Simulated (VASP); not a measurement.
# CsCl (Pm-3m) in VASP: further runs

The runs below take CsCl through single point, relaxation of cell and atoms, with PBEsol.

Everything below comes from runs of VASP 6.6.1. Logs are shortened: lines on timing, memory, paths and dates and some standing lists are left out, and cuts for length are marked.

## 1. The cell of the first run

The structure is cubic, space group Pm-3m (No. 221). The conventional cell has a = 4.065 Å, b = 4.065 Å, c = 4.065 Å, α = 90.00°, β = 90.00°, γ = 90.00°. Within 4.6 Å of Cs (site symmetry m-3m) lie 8 Cl at 3.52 Å and 6 Cs at 4.07 Å. Within 4.6 Å of Cl (site symmetry m-3m) lie 8 Cs at 3.52 Å and 6 Cl at 4.07 Å.

## 2. Single point, PBEsol

The input, INCAR:

```
SYSTEM = CsCl
PREC = Accurate
ENCUT = 500
EDIFF = 1E-6
ISMEAR = -1
SIGMA = 0.1
LREAL = .False.
LASPH = .True.
NELM = 120
ALGO = Normal
ISIF = 2
LWAVE = .False.
LCHARG = .False.
GGA = PS
NBANDS = 15
GGA_COMPAT = .False.
```

The input, KPOINTS:

```
Automatic mesh
0
Gamma
  12 12 12
  0 0 0
```

The input, POSCAR:

```
CsCl
1.0
    4.0653445367      0.0000000000      0.0000000000
    0.0000000000      4.0653445367      0.0000000000
    0.0000000000      0.0000000000      4.0653445367
Cs Cl
1 1
Direct
    0.0000000000      0.0000000000      0.0000000000
    0.5000000000      0.5000000000      0.5000000000
```

Potentials or basis: VASP PAW PBE potentials, release 64 (Cs_sv, Cl).

On the command line:

```
$ cat potpaw_PBE.64/Cs_sv/POTCAR potpaw_PBE.64/Cl/POTCAR > POTCAR
$ mpirun -np 1 vasp_std > vasp.out
```

OUTCAR:

```text
SYSTEM = CsCl
   PREC = Accurate
   ENCUT = 500
   EDIFF = 1E-6
   ISMEAR = -1
   LREAL = .False.
   LASPH = .True.
   NELM = 120
   ISIF = 2
   GGA = PS

 ion  position               nearest neighbor table
   1  0.000  0.000  0.000-
   2  0.500  0.500  0.500-

  LATTYP: Found a simple cubic cell.
 ALAT       =     4.0653445367

  Lattice vectors:

 A1 = (   4.0653445367,   0.0000000000,   0.0000000000)
 A2 = (   0.0000000000,   4.0653445367,   0.0000000000)
 A3 = (   0.0000000000,   0.0000000000,   4.0653445367)

Analysis of symmetry for initial positions (statically):
=====================================================================
 Subroutine PRICEL returns:
 Original cell was already a primitive cell.

 Routine SETGRP: Setting up the symmetry group for a
 simple cubic supercell.

 Subroutine GETGRP returns: Found 48 space group operations
 (whereof 48 operations were pure point group operations)
 out of a pool of 48 trial point group operations.

The static configuration has the point symmetry O_h .

Analysis of symmetry for dynamics (positions and initial velocities):
=====================================================================
 Subroutine PRICEL returns:
 Original cell was already a primitive cell.

 Routine SETGRP: Setting up the symmetry group for a
 simple cubic supercell.

 Subroutine GETGRP returns: Found 48 space group operations
 (whereof 48 operations were pure point group operations)
 out of a pool of 48 trial point group operations.

The dynamic configuration has the point symmetry O_h .

 Subroutine INISYM returns: Found 48 space group operations
 (whereof 48 operations are pure point group operations),
 and found     1 'primitive' translations

----------------------------------------------------------------------------------------

                                     Primitive cell

  volume of cell :      67.1881

  direct lattice vectors                    reciprocal lattice vectors
     4.065344537  0.000000000  0.000000000     0.245981611  0.000000000  0.000000000
     0.000000000  4.065344537  0.000000000     0.000000000  0.245981611  0.000000000
     0.000000000  0.000000000  4.065344537     0.000000000  0.000000000  0.245981611

  length of vectors
     4.065344537  4.065344537  4.065344537     0.245981611  0.245981611  0.245981611

  position of ions in fractional coordinates (direct lattice)
     0.000000000  0.000000000  0.000000000
     0.500000000  0.500000000  0.500000000

[... 79 lines left out ...]
   NSW    =      0    number of steps for IOM
   IBRION =     -1    ionic relax: 0-MD 1-quasi-New 2-CG
   NFREE  =      0    steps in history (QN), initial steepest desc. (CG)
   ISIF   =      2    stress and relaxation
   ISYM   =      2    0-nonsym 1-usesym 2-fastsym
   POTIM  = 0.5000    time-step for ionic-motion
   TEBEG  =    0.0;   TEEND  =   0.0 temperature during run
   PSTRESS=    0.0 pullay stress
   NELECT =      16.0000    total number of electrons
   NUPDOWN=      -1.0000    fix difference up-down
   EMIN   =  10.00;   EMAX   =-10.00  energy-range for DOS
   EFERMI =   0.00;   METHOD = LEGACY
   ISMEAR =    -1;   SIGMA  =   0.10  broadening in eV -4-tet -1-fermi 0-gaus
   EFERMI_NEDOS =   21; number of points for ismear=-14 and -15
   IALGO  =     38    algorithm
   IMIX   =      4    mixing-type and parameters
     AMIX     =   0.40;   BMIX     =  1.00
     AMIX_MAG =   1.60;   BMIX_MAG =  1.00
  volume/ion in A,a.u.               =      33.59       226.70
  Fermi-wavevector in a.u.,A,eV,Ry     =   1.014731  1.917563 14.009625  1.029678
  Thomas-Fermi vector in A             =   2.147975
   LORBIT       =      0    0 simple, 1 ext, 2 COOP (PROOUT), +10 PAW based schemes
   GGA     = PS    functional components
   LHFCALC =     F    Hartree Fock is set to
   AEXX    =    0.0000 exact exchange contribution
   IVDW    =     0    specifies the selected vdW correction
   LEPSILON=     F    determine dielectric tensor
   LRPA    =     F    only Hartree local field effects (RPA)
 non-spin polarized calculation
  energy-cutoff  :      500.00
  volume of cell :       67.19
 maximum number of plane-waves:      1743
 NGX is ok and might be reduce to    30
   NGX = 15   NGY = 15   NGZ = 15

 number of electron      16.0000008 magnetization

 Free energy of the ion-electron system (eV)
  ---------------------------------------------------
  ext. energy  EPLUGINS =         0.00000000
  ---------------------------------------------------
  free energy    TOTEN  =        -6.84492804 eV

  energy without entropy =       -6.84492804  energy(sigma->0) =       -6.84492804

 E-fermi :   2.1300     XC(G=0):  -8.6740

 val. band max:       -0.1815523161   @ k =   0.0000   0.0000   0.0000
 cond. band min:       5.0293184747   @ k =   0.0000   0.0000   0.0000
 fundamental gap:      5.2108707909
 Fermi energy:         2.1300402929

 k-point     1 :       0.0000    0.0000    0.0000
  band No.  band energies     occupation
      1     -19.5058      2.00000
      2     -12.3984      2.00000
      3      -5.9447      2.00000
      4      -5.9447      2.00000
      5      -5.9447      2.00000
      6      -0.1816      2.00000
      7      -0.1816      2.00000
      8      -0.1816      2.00000
      9       5.0293      0.00000
     10       5.0293      0.00000
     11       5.0562      0.00000
     12       9.9632      0.00000
     13       9.9632      0.00000
     14       9.9632      0.00000
[... 401 lines left out ...]
      2     -12.3543      2.00000
      3      -6.7177      2.00000
      4      -6.5693      2.00000
      5      -5.7036      2.00000
      6      -0.8495      2.00000
      7      -0.5828      2.00000
      8      -0.3247      2.00000
      9       5.9352      0.00000
     10       6.2780      0.00000
     11       8.0462      0.00000
     12       8.4072      0.00000
     13       9.4286      0.00000
     14      10.6255      0.00000
     15      11.6194      0.00000

 [... further k-points ...]
[... 5 lines left out ...]
  --------------------------------------------------------------------------------------
  -------------------------------------------------------------------------------------
  Total        0.0348012      0.0348012      0.0348012     -0.0000000      0.0000000     -0.0000000
  in kB        0.8298745      0.8298745      0.8298745     -0.0000000      0.0000000     -0.0000000
  external PRESSURE =       0.8298745 kB  Pullay stress =       0.0000000 kB

 VOLUME and BASIS-vectors are now :
 -----------------------------------------------------------------------------
  energy-cutoff  :      500.00
  volume of cell :       67.19
      direct lattice vectors                 reciprocal lattice vectors
     4.065344537  0.000000000  0.000000000     0.245981611  0.000000000  0.000000000
     0.000000000  4.065344537  0.000000000     0.000000000  0.245981611  0.000000000
     0.000000000  0.000000000  4.065344537     0.000000000  0.000000000  0.245981611

 POSITION                                       TOTAL-FORCE (eV/Angst)
 -----------------------------------------------------------------------------------
      0.00000      0.00000      0.00000         0.000000      0.000000      0.000000
      2.03267      2.03267      2.03267         0.000000      0.000000      0.000000
 -----------------------------------------------------------------------------------
    total drift:                                0.000000      0.000000     -0.000000

  FREE ENERGIE OF THE ION-ELECTRON SYSTEM (eV)
  ---------------------------------------------------
  free  energy   TOTEN  =        -6.8449280355 eV

  energy  without entropy=       -6.8449280354  energy(sigma->0) =       -6.84492804
```

It took 28 s on 1 thread of Intel Xeon 6975P-C (Granite Rapids), shared host; peak memory 0.21 GiB.

What came out:

- Free energy: -6.8449 eV
- Pressure: 0.1 GPa
- Band gap on the k mesh: 5.21 eV

Caveat: the PAW data sets were made with another functional, which shifts forces and pressure a little; spin-orbit coupling is left out, which moves the levels of the heavy elements. A k mesh can miss the band edges.

## 3. Relaxation of cell and atoms, PBEsol

This run uses another cell than the first one, of 35.04 Å³/atom.

The input, INCAR:

```
PREC     = Accurate       # precision mode
ENCUT    = 500            # plane-wave cutoff, eV
EDIFF    = 1E-7           # SCF threshold, eV
ISMEAR   = -1             # smearing method
SIGMA    = 0.1            # smearing width, eV
LREAL    = False          # projectors in reciprocal space
LASPH    = True           # aspherical terms in the spheres
NELM     = 120            # most SCF steps
ALGO     = Normal         # electronic algorithm
ISIF     = 3              # what is computed and relaxed
LWAVE    = False          # write WAVECAR
LCHARG   = False          # write CHGCAR
GGA      = PS             # functional
IBRION   = 2              # ionic algorithm
NSW      = 100            # ionic steps
EDIFFG   = -0.002         # ionic threshold
GGA_COMPAT= False        
NELMIN   = 4
```

The input, KPOINTS:

```
Automatic mesh
0
Gamma
  12 12 12
```

The input, POSCAR:

```
CsCl
1.0
    4.1230000000      0.0000000000      0.0000000000
    0.0000000000      4.1230000000      0.0000000000
    0.0000000000      0.0000000000      4.1230000000
Cs Cl
1 1
Direct
    0.0000000000      0.0000000000      0.0000000000
    0.5000000000      0.5000000000      0.5000000000
```

Potentials or basis: VASP PAW PBE potentials, release 64 (Cs_sv, Cl).

On the command line:

```
$ cat potpaw_PBE.64/Cs_sv/POTCAR potpaw_PBE.64/Cl/POTCAR > POTCAR
$ mpirun -np 1 vasp_std > vasp.out
```

Wall time 77 s (1 thread of Intel Xeon 6975P-C (Granite Rapids), shared host); peak memory 0.21 GiB.

It converged, with:

```
Free energy                           : -6.8458 eV
Relaxed volume                        : 33.75 Å³/atom
Relaxed cell                          : a = 4.072 Å, b = 4.072 Å, c = 4.072 Å, α = 90.00°, β = 90.00°, γ = 90.00°
Space group after relaxing (to 0.1 Å) : Pm-3m (No. 221)
Energy gained by relaxing             : 2.7 meV/atom
Ionic steps                           : 4
Pressure after relaxing               : 0.0 GPa
Band gap on the k mesh                : 5.22 eV
```

Step by step:
```tsv
step	energy change (eV)	largest force (eV/Å)	pressure (GPa)	volume (Å³)
1	0.0000	0.0000	-0.64	70.09
2	-0.0042	0.0000	-0.31	68.69
3	-0.0053	0.0000	-0.01	67.55
4	-0.0053	0.0000	0.00	67.50
```

Final structure:
```cif
data_structure
_symmetry_space_group_name_H-M 'P 1'
_symmetry_Int_Tables_number 1
_cell_length_a 4.0715
_cell_length_b 4.0715
_cell_length_c 4.0715
_cell_angle_alpha 90.000
_cell_angle_beta 90.000
_cell_angle_gamma 90.000
_cell_volume 67.50
loop_
_atom_site_label
_atom_site_type_symbol
_atom_site_fract_x
_atom_site_fract_y
_atom_site_fract_z
_atom_site_occupancy
Cs1 Cs 0.00000 0.00000 0.00000 1
Cl1 Cl 0.50000 0.50000 0.50000 1
```

Levels at points of the mesh, in eV from the valence-band top:
| k point | band 4 | band 5 | band 6 | band 7 | band 8 | band 9 | band 10 | band 11 | band 12 |
| --- | --- | --- | --- | --- | --- | --- | --- | --- | --- |
| (0.00, 0.00, 0.00) | -5.77 | -5.77 | 0.00 | 0.00 | 0.00 | 5.22 | 5.22 | 5.22 | 10.13 |
| (0.50, 0.00, 0.00) | -5.60 | -5.60 | -1.30 | -0.28 | -0.28 | 6.32 | 7.67 | 8.94 | 9.08 |
| (0.50, 0.50, 0.00) | -6.65 | -5.50 | -0.44 | -0.44 | -0.08 | 5.84 | 5.91 | 7.93 | 7.93 |
| (0.50, 0.50, 0.50) | -6.36 | -6.36 | -1.24 | -1.24 | -1.24 | 8.58 | 8.58 | 8.58 | 10.58 |

Caveat: the PAW data sets were made with another functional, which shifts forces and pressure a little; spin-orbit coupling is left out, which moves the levels of the heavy elements. A k mesh can miss the band edges.
